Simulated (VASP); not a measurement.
InSe:

```
In Se
1.0
     4.04733    0.00000    0.00000
    -2.02366    3.50509    0.00000
     0.00000    0.00000   18.05206
In Se
4 4
Cartesian
  0.0000 2.3367 1.3971
  0.0000 2.3367 16.6550
  0.0000 0.0000 7.6289
  0.0000 0.0000 10.4231
  0.0000 2.3367 6.3721
  0.0000 2.3367 11.6800
  2.0237 1.1684 2.6537
  2.0237 1.1684 15.3984
```

Base run:

- Program: VASP 6.6.1
- Functional: PBEsol
- Potentials or basis: VASP PAW PBE potentials, release 64 (In_d, Se)
- Cutoff: 520 eV
- k mesh: 6 × 6 × 2
- Occupations: fermi-dirac, width 0.05 eV
- Spin: no spin polarisation

Its results: band gap on the k mesh 0.63 eV; pressure -0.7 GPa; largest force 0.079 eV/Å.

Problem. The run is repeated on the same cell with these changes: functional from PBEsol to RPBE. What comes out?

Solution. Band gap on the k mesh 0.85 eV; pressure 3.0 GPa; largest force 0.358 eV/Å.

RPBE binds less tightly than PBEsol, so the same cell stands under more pressure.

Caveats: the PAW data sets were made with another functional, which shifts forces and pressure a little; spin-orbit coupling is left out, which moves the levels of the heavy elements; this functional lacks dispersion, which binds the layers, so the pressure and a relaxed spacing across them are unreliable; the cell stands under pressure (at least some runs).

A k mesh can miss the band edges.
